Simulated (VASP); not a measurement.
Set up this calculation in VASP 6.6.1, as the native input.

- Task: single point
- Functional: r2SCAN
- Potentials or basis: VASP PAW PBE potentials, release 64 (Sr_sv, O)
- Cutoff: 520 eV
- k mesh: 8 × 8 × 8
- Occupations: gaussian, width 0.05 eV
- Spin: no spin polarisation
- Dipole correction: no
- Further INCAR settings: ALGO = Normal; EDIFF = 1e-07; NBANDS = 15

Crystal: SrO.

```
Sr O
1.0
     0.00642    2.56980    2.56980
     2.57622    0.00000    2.57622
     2.56980    2.56980    0.00642
Sr O
1 1
Direct
  0.00000 0.00000 0.00000
  0.50000 0.50000 0.50000
```

This cell differs from its parent crystal: strain +0.0050 x Voigt [0, 0, 0, 0, 1, 0].

The input as run:

POSCAR

```
SrO
1.0
    0.0064245000      2.5698000000      2.5698000000
    2.5762245000      0.0000000000      2.5762245000
    2.5698000000      2.5698000000      0.0064245000
Sr O
1 1
Direct
    0.0000000000      0.0000000000      0.0000000000
    0.5000000000      0.5000000000      0.5000000000
```

INCAR.step1

```
PREC     = Accurate       # precision mode
ENCUT    = 520            # plane-wave cutoff, eV
ISMEAR   = 0              # smearing method
SIGMA    = 0.05           # smearing width, eV
LREAL    = False          # projectors in reciprocal space
LASPH    = True           # aspherical terms in the spheres
NELM     = 80             # most SCF steps
NBANDS   = 15             # bands
GGA      = PE             # functional
ALGO     = Normal         # electronic algorithm
EDIFF    = 1E-4           # SCF threshold, eV
LWAVE    = True           # write WAVECAR
LCHARG   = False          # write CHGCAR
```

INCAR.step2

```
PREC     = Accurate       # precision mode
ENCUT    = 520            # plane-wave cutoff, eV
EDIFF    = 1E-7           # SCF threshold, eV
ISMEAR   = 0              # smearing method
SIGMA    = 0.05           # smearing width, eV
LREAL    = False          # projectors in reciprocal space
LASPH    = True           # aspherical terms in the spheres
NELM     = 80             # most SCF steps
ALGO     = Normal         # electronic algorithm
ISIF     = 2              # what is computed and relaxed
LWAVE    = False          # write WAVECAR
LCHARG   = False          # write CHGCAR
METAGGA  = R2SCAN         # meta-GGA
LMIXTAU  = True         
NBANDS   = 15             # bands
ISTART   = 1
```

KPOINTS

```
Automatic mesh
0
Gamma
  8 8 8
```

Potentials or basis: VASP PAW PBE potentials, release 64 (Sr_sv, O).

Launch:

```sh
$ cat potpaw_PBE.64/Sr_sv/POTCAR potpaw_PBE.64/O/POTCAR > POTCAR
$ cp INCAR.step1 INCAR
$ mpirun -np 1 vasp_std > vasp.out
$ cp INCAR.step2 INCAR
$ mpirun -np 1 vasp_std > vasp.out
```

Results of the run:

```yaml
Pressure: 1.7 GPa
Band_gap_on_the_k_mesh: 3.74 eV, indirect (least direct gap 3.82 eV)
```

Caveat: the cell differs from its parent crystal (strain +0.0050 x Voigt [0, 0, 0, 0, 1, 0]); the PAW data sets were made with another functional, which shifts forces and pressure a little.

Run time: 3.2 min on 1 thread of Intel(R) Xeon(R) Platinum 8259CL CPU @ 2.50GHz (Skylake/Cascade Lake), on a shared host, peak memory 0.2 GiB.
